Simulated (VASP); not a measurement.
Ir, 1 atom in the cell. The structure is cubic, space group Im-3m (No. 229). The conventional cell has a = 3.089 Å, b = 3.089 Å, c = 3.089 Å, α = 90.00°, β = 90.00°, γ = 90.00°. Ir (site symmetry m-3m) has 14 Ir at 2.68 to 3.09 Å within 3.5 Å. This isn't the form of Ir at room conditions, which is fcc.

| Item | Value |
| --- | --- |
| Program | VASP 6.6.1 |
| Task | single point |
| Functional | r2SCAN |
| Potentials or basis | VASP PAW PBE potentials, release 64 (Ir_sv_GW) |
| Cutoff | 620 eV |
| k mesh | 8 × 8 × 8 |
| Occupations | gaussian, width 0.1 eV |
| Spin | no spin polarisation |
| Dipole correction | no |
| Further INCAR settings | ALGO = Normal; EDIFF = 1e-06; NBANDS = 14 |

Potentials or basis: VASP PAW PBE potentials, release 64 (Ir_sv_GW).

Run with:

```bash
$ cat potpaw_PBE.64/Ir_sv_GW/POTCAR > POTCAR
$ cp INCAR.step1 INCAR
$ mpirun -np 1 vasp_std > vasp.out
$ cp INCAR.step2 INCAR
$ mpirun -np 1 vasp_std > vasp.out
```

Hardware: 1 thread of Intel(R) Xeon(R) Platinum 8488C (Sapphire Rapids) (shared host).

How long does it take, and how much memory?

Wall time 21 s on 1 thread of Intel(R) Xeon(R) Platinum 8488C (Sapphire Rapids), with other jobs on the host, peak memory 0.15 GiB. Counts: k points 29.
